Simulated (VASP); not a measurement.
Wanted: the native input for a VASP 6.6.1 run.

* Task: single point
* Functional: PBE
* Potentials or basis: VASP PAW PBE potentials, release 64 (Zn)
* Cutoff: 520 eV
* k mesh: 16 × 16 × 1
* Occupations: fermi-dirac, width 0.08 eV
* Spin: no spin polarisation
* Dipole correction: no
* Further INCAR settings: ALGO = Normal; EDIFF = 1e-07; NBANDS = 45

The structure of Zn lies in POSCAR:

```
Zn
1.0
    2.6356265446      0.0000000000      0.0000000000
   -1.3178132723      2.2825195426      0.0000000000
    0.0000000000      0.0000000000     28.7313000000
Zn
6
Direct
    0.8333333333      0.1666666667      0.2835601836
    0.1666666667      0.8333333333      0.3713961366
    0.8333333333      0.1666666667      0.4565703417
    0.1666666667      0.8333333333      0.5434296584
    0.8333333333      0.1666666667      0.6286038638
    0.1666666667      0.8333333333      0.7164398159
```

These files were run (other wordings do the same):

INCAR

```
SYSTEM = Zn
PREC = Accurate
ENCUT = 520
EDIFF = 1E-7
ISMEAR = -1
SIGMA = 0.08
LREAL = .False.
LASPH = .True.
NELM = 60
ALGO = Normal
ISIF = 2
LWAVE = .False.
LCHARG = .True.
GGA = PE
LELF = .True.
LVHAR = .True.
NBANDS = 45
```

KPOINTS

```
regular mesh
0
Gamma
  16 16 1
  0 0 0
```

Potentials or basis: VASP PAW PBE potentials, release 64 (Zn).

The run is started by

```sh
$ cat potpaw_PBE.64/Zn/POTCAR > POTCAR
$ mpirun -np 1 vasp_std > vasp.out
```

Results of the run:

| Item | Value |
| --- | --- |
| Largest force | 0.006 eV/Å |
| Band gap on the k mesh | zero (bands 36 and 37 overlap by 4.02 eV) |

Caveat: there is no dipole correction, which matters where the two faces differ.

Wall time 3.1 min on 1 thread of Intel(R) Xeon(R) 6975P-C (Granite Rapids), with other jobs on the host, peak memory 0.37 GiB.
